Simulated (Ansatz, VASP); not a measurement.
Two plane-wave programs on BN

INCAR

```
ALGO = Normal
EDIFF = 1E-6
ENCUT = 520
GGA = PE
ISIF = 2
ISMEAR = 0
IVDW = 12
LASPH = T
LCHARG = T
LELF = T
LREAL = F
LVHAR = T
LWAVE = F
NBANDS = 16
NELM = 80
PREC = Accurate
SIGMA = 0.05
```

Contents of KPOINTS:

```
k-points
0
Gamma
  12 12 4
```

Contents of POSCAR:

```
BN
1.0
    2.5061233057      0.0000000000      0.0000000000
   -1.2530616528      2.1703664477      0.0000000000
    0.0000000000      0.0000000000      6.5973571420
B N
2 2
Direct
   -0.0663482428     -0.1326964856      0.5000000000
    0.3333333333      0.6666666667      0.0000000000
    0.0000000000      0.0000000000      0.0000000000
    0.6666666667      0.3333333333      0.5000000000
```

Input for Ansatz:

```yaml
crystal:
  lattice:
    - [2.5061233057, 0.0, 0.0]
    - [-1.2530616528, 2.1703664477, 0.0]
    - [0.0, 0.0, 6.597357142]
  atoms:
    - { symbol: B, position: [-0.0663482428, -0.1326964856, 0.5] }
    - { symbol: B, position: [0.3333333333, 0.6666666667, 0.0] }
    - { symbol: "N", position: [0.0, 0.0, 0.0] }
    - { symbol: "N", position: [0.6666666667, 0.3333333333, 0.5] }
basis:
  ecutwfc: 420
kpoints:
  mp_grid: { grid: [12, 12, 4] }
hamiltonian:
  xc: pbe
  dispersion: d3bj
scf:
  occupations: { method: gaussian, width: 0.05 }
output:
  forces: true
  stress: true
  eigenvalues: true
```

Alike in both runs: task single point; functional PBE; dispersion D3(BJ); k mesh 12 × 12 × 4; occupations gaussian, width 0.05 eV; no spin polarisation.

|  | VASP | Ansatz |
| --- | --- | --- |
| version | VASP 6.6.1 | Ansatz 0.2.0 |
| potentials or method | VASP PAW PBE potentials, release 64 (B, N), cutoff 520 eV | scalar-relativistic, plane waves, PAW |
| valence electrons in the cell | 16 | 16 |

```tsv
	VASP	Ansatz	Ansatz less VASP
gap on the k mesh at the Fermi level (eV)	2.35	2.36	+0.014
least direct gap on the mesh (eV)	3.87	3.88	+0.009
pressure (GPa)	22.0	21.8	-0.20
traceless stress, the component that is largest in VASP (GPa)	46.36	45.78	-0.577
rms of the force components (eV/Å)	8.314	8.247	-0.0665
```

Atom by atom the forces differ by 0.067 eV/Å (rms over components).
